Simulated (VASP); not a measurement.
Input of a VASP 6.6.1 run:

Contents of INCAR:

```
PREC     = Accurate       # precision mode
ENCUT    = 520            # plane-wave cutoff, eV
EDIFF    = 1E-7           # SCF threshold, eV
ISMEAR   = -1             # smearing method
SIGMA    = 0.1            # smearing width, eV
LREAL    = False          # projectors in reciprocal space
LASPH    = True           # aspherical terms in the spheres
NELM     = 60             # most SCF steps
ALGO     = Normal         # electronic algorithm
ISIF     = 2              # what is computed and relaxed
LWAVE    = False          # write WAVECAR
LCHARG   = False          # write CHGCAR
GGA      = PE             # functional
NBANDS   = 42             # bands
```

File KPOINTS:

```
Automatic mesh
0
Gamma
  5 5 3
```

Contents of POSCAR:

```
CaNi4P3
1.0
    3.9322370000      0.0000000000      0.0000000000
    0.0000000000      3.9322370000      0.0000000000
    0.0000000000      0.0000000000      7.2092150000
Ca Ni P
1 4 3
Direct
    0.0000000000      0.0000000000      0.5000000000
    0.5000000000      0.0000000000      0.1741100000
    0.0000000000      0.5000000000      0.1741100000
    0.5000000000      0.0000000000      0.8258900000
    0.0000000000      0.5000000000      0.8258900000
    0.0000000000      0.0000000000      0.0000000000
    0.5000000000      0.5000000000      0.3508000000
    0.5000000000      0.5000000000      0.6492000000
```

Potentials or basis: VASP PAW PBE potentials, release 64 (Ca_sv, Ni, P).

Command:

```sh
$ cat potpaw_PBE.64/Ca_sv/POTCAR potpaw_PBE.64/Ni/POTCAR potpaw_PBE.64/P/POTCAR > POTCAR
$ mpirun -np 1 vasp_std > vasp.out
```

Q: Estimate the largest force.

A: 1.711 eV/Å.

Q: Predict the pressure.

A: -4.5 GPa.

Stress tensor (GPa, compression positive):
```
-6.80  0.00  0.00
 0.00 -6.80  0.00
 0.00  0.00  0.23
```

Caveat: forces of over 1 eV/Å act on the atoms, so gaps and moduli don't describe the material at rest. Spin polarisation is off, so any magnetic state and its effect on volume and gap are missing.
